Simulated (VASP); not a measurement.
Runs of VASP 6.6.1 on Cu. The structure is that of space group P6_3/mmc (No. 194), or close to it. The cells are those of the table. This isn't the form of Cu at room conditions, which is fcc.

```tsv
level	potentials or basis	cell	smearing	gap on the mesh (eV)	pressure (GPa)
PBE	VASP PAW PBE potentials, release 64 (Cu_sv_GW)	a = 2.581, b = 2.581, c = 4.235 Å, angles 90.0, 90.0, 120.0°, 2 atoms	fermi-dirac 0.15 eV	none	-4.3
LDA	VASP PAW LDA potentials, release 64 (Cu_sv_GW)	a = 2.556, b = 2.556, c = 3.901 Å, angles 90.0, 90.0, 120.0°, 2 atoms	gaussian 0.1 eV	none	(a)
PBE	VASP PAW PBE potentials, release 64 (Cu_sv_GW)	a = 2.498, b = 2.498, c = 4.424 Å, angles 90.0, 90.0, 120.0°, 2 atoms	gaussian 0.1 eV	none	-0.5
PBE	VASP PAW PBE potentials, release 64 (Cu_sv_GW)	a = 2.571, b = 2.571, c = 4.110 Å, angles 90.0, 90.0, 120.0°, 2 atoms	gaussian 0.1 eV	none	0.9
```

Alike in all rows: no spin polarisation; k mesh 18 × 18 × 10.

Question: Fill in the values left out.

Answer: (a) -2.3.

Caveats: the cell stands under tension (at least some runs); the stress differs along the axes, from -7 to 6 GPa (at least some runs); the stress differs along the axes, from -9 to 4 GPa (at least some runs).

A gap of «none» marks levels without a gap at the run's occupations.
